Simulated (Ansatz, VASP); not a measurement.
**ZnS: VASP beside Ansatz**

File INCAR:

```
SYSTEM = ZnS
  ALGO = Normal
  EDIFF = 1E-6
  ENCUT = 520
  GGA = PS
  ISIF = 2
  ISMEAR = 0
  LASPH = .True.
  LCHARG = .False.
  LREAL = .False.
  LWAVE = .False.
  NBANDS = 46
  NELM = 60
  PREC = Accurate
  SIGMA = 0.05
```

The input KPOINTS:

```
k-points
0
Gamma
  12 12 4
  0 0 0
```

Contents of POSCAR:

```
ZnS
1.0
    3.7846846186      0.0000000000      0.0000000000
   -1.8923423093      3.2776330250      0.0000000000
    0.0000000000      0.0000000000     12.3926922670
Zn S
4 4
Direct
    0.0000000000      0.0000000000     -0.0402040419
    0.0000000000      0.0000000000      0.4597959581
    0.3333333333      0.6666666667      0.2097214140
    0.6666666667      0.3333333333      0.7097214140
    0.0000000000      0.0000000000      0.1872166306
    0.0000000000      0.0000000000      0.6872166306
    0.3333333333      0.6666666667      0.4375732810
    0.6666666667      0.3333333333      0.9375732810
```

Input for Ansatz:

```yaml
crystal:
  lattice:
    - [3.7846846186, 0.0, 0.0]
    - [-1.8923423093, 3.277633025, 0.0]
    - [0.0, 0.0, 12.392692267]
  atoms:
    - { symbol: Zn, position: [0.0, 0.0, -0.0402040419] }
    - { symbol: Zn, position: [0.0, 0.0, 0.4597959581] }
    - { symbol: Zn, position: [0.3333333333, 0.6666666667, 0.209721414] }
    - { symbol: Zn, position: [0.6666666667, 0.3333333333, 0.709721414] }
    - { symbol: S, position: [0.0, 0.0, 0.1872166306] }
    - { symbol: S, position: [0.0, 0.0, 0.6872166306] }
    - { symbol: S, position: [0.3333333333, 0.6666666667, 0.437573281] }
    - { symbol: S, position: [0.6666666667, 0.3333333333, 0.937573281] }
basis:
  ecutwfc: 420
kpoints:
  mp_grid: { grid: [12, 12, 4] }
hamiltonian:
  xc: pbesol
scf:
  occupations: { method: gaussian, width: 0.05 }
output:
  forces: true
  stress: true
  eigenvalues: true
```

Change from the starting cell: all Zn atoms moved -0.500 Å, as atom 1 along Cartesian [0 0 1].

Alike in both runs: task single point; functional PBEsol; k mesh 12 × 12 × 4; occupations gaussian, width 0.05 eV; no spin polarisation.

```csv
,VASP,Ansatz
version,VASP 6.6.1,Ansatz 0.2.0
potentials or method,"VASP PAW PBE potentials, release 64 (Zn, S), cutoff 520 eV","scalar-relativistic, plane waves, PAW"
valence electrons in the cell,72,72
```

Ansatz gave:

```
gap on the k mesh at the Fermi level (eV)                     : 2.35
least direct gap on the mesh (eV)                             : 2.35
pressure (GPa)                                                : 4.2
traceless stress, the component that is largest in VASP (GPa) : -5.73
rms of the force components (eV/Å)                            : 0.434
```

Estimate VASP's values.

gap on the k mesh at the Fermi level (eV): 2.36; least direct gap on the mesh (eV): 2.36; pressure (GPa): 4.5; traceless stress, the component that is largest in VASP (GPa): -5.88; rms of the force components (eV/Å): 0.438.

VASP's potentials were made for PBE, not for PBEsol. Atom by atom the forces differ by 0.004 eV/Å (rms over components).
